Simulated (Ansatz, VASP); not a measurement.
## H10SO4: VASP beside Ansatz

```xyz
15
Lattice="5.4514 0.0000 0.0000 0.0000 5.4514 0.0000 0.0000 0.0000 5.4514" Properties=species:S:1:pos:R:3 pbc="T T T"
O     4.7224    5.2635    3.3761
O     4.1423    2.8547    4.5677
O     2.1024    1.1839    3.7132
O     6.0090    5.9937    0.4752
H     3.8586    5.7107    3.3746
H     4.5311    4.3710    3.7311
H     3.3464    2.4174    4.2007
H     3.9576    2.9260    5.5184
H     1.3246    1.1991    3.1394
H     1.7312    0.8634    4.5604
H     5.7411    5.4216    1.2098
H     5.3754    5.8266   -0.2486
H     2.6201    4.6318    1.0414
H     1.6962    2.9402    1.1068
S     2.5961    3.5805    1.8751
```

Alike in both runs: functional r2SCAN; k mesh 1 × 1 × 1; occupations fermi-dirac, width 0.02 eV; no spin polarisation.

Ansatz relaxed the structure, and its values are those at the end. VASP's run is a single point on that final structure, the one shown.

```csv
,VASP,Ansatz
version,VASP 6.6.1,Ansatz 0.2.0
potentials or method,"VASP PAW PBE potentials, release 64 (O_h, H_h, S), cutoff 1100 eV","scalar-relativistic, plane waves, PAW"
valence electrons in the cell,40,40
```

|  | VASP | Ansatz | Ansatz less VASP |
| --- | --- | --- | --- |
| rms of the force components (eV/Å) | 0.092 | 0.097 | +0.0048 |

VASP's potentials were made for PBE, not for r2SCAN. With one functional, cell and mesh, what is left measures potentials, basis and numerics.
